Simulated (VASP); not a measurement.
CoO: single point with PBEsol

Crystal: CoO.

```
CELL_PARAMETERS angstrom
3.27058 0.00000 0.00000
-1.63529 2.83241 0.00000
0.00000 0.00000 5.34797
ATOMIC_POSITIONS crystal
Co 0.00000 0.00000 0.00347
Co 0.33333 0.66667 0.50336
O 0.00000 0.00000 0.37161
O 0.33333 0.66667 0.87156
```

```
Program                : VASP 6.6.1
Task                   : single point
Functional             : PBEsol
Potentials or basis    : VASP PAW PBE potentials, release 64 (Co, O)
Cutoff                 : 520 eV
k mesh                 : 8 × 8 × 5
Occupations            : methfessel-paxton, width 0.15 eV
Spin                   : collinear spin, antiferromagnetic start
Starting moments       : [2.5, -2.5, 0.0, 0.0] μB
Dipole correction      : no
Further INCAR settings : ALGO = Normal; EDIFF = 1e-06; NBANDS = 27
```

```
Pressure                                              : -15.8 GPa
Largest force                                         : 0.129 eV/Å
Band gap on the k mesh                                : 0.05 eV (least direct gap 0.14 eV)
Net moment                                            : 0.00 μB per cell
Site moments                                          : Co +2.33, -2.33; O -0.16, +0.16 μB
Valence electrons inside the program's atomic spheres : Co 7.88; O 4.93
```

Forces on the atoms (eV/Å):
```
Co   0.000  0.000  0.123
Co   0.000  0.000  0.129
O    0.000  0.000 -0.127
O    0.000  0.000 -0.124
```

Levels at points of the mesh, in eV from the valence-band top:
Spin up:
| k point | band 12 | band 13 | band 14 | band 15 | band 16 | band 17 | band 18 | band 19 |
| --- | --- | --- | --- | --- | --- | --- | --- | --- |
| (0.00, 0.00, 0.00) | -0.96 | -0.96 | -0.09 | -0.09 | 0.05 | 1.46 | 1.89 | 1.89 |
| (0.50, 0.00, 0.00) | -1.83 | -1.43 | -0.25 | -0.09 | 0.07 | 0.71 | 1.20 | 5.39 |
Spin down:
```
           k point  band 12  band 13  band 14  band 15  band 16  band 17  band 18  band 19
(0.00, 0.00, 0.00)    -0.96    -0.96    -0.09    -0.09     0.05     1.46     1.89     1.89
(0.50, 0.00, 0.00)    -1.83    -1.44    -0.25    -0.09     0.07     0.71     1.21     5.39
```

Run time: 2 min on 1 thread of Intel Xeon 8259CL (shared host), peak memory 0.23 GiB.

Caveat: the cell stands under tension; the PAW data sets were made with another functional, which shifts forces and pressure a little; an odd mesh through Γ misses points on the zone boundary, where band edges can lie.
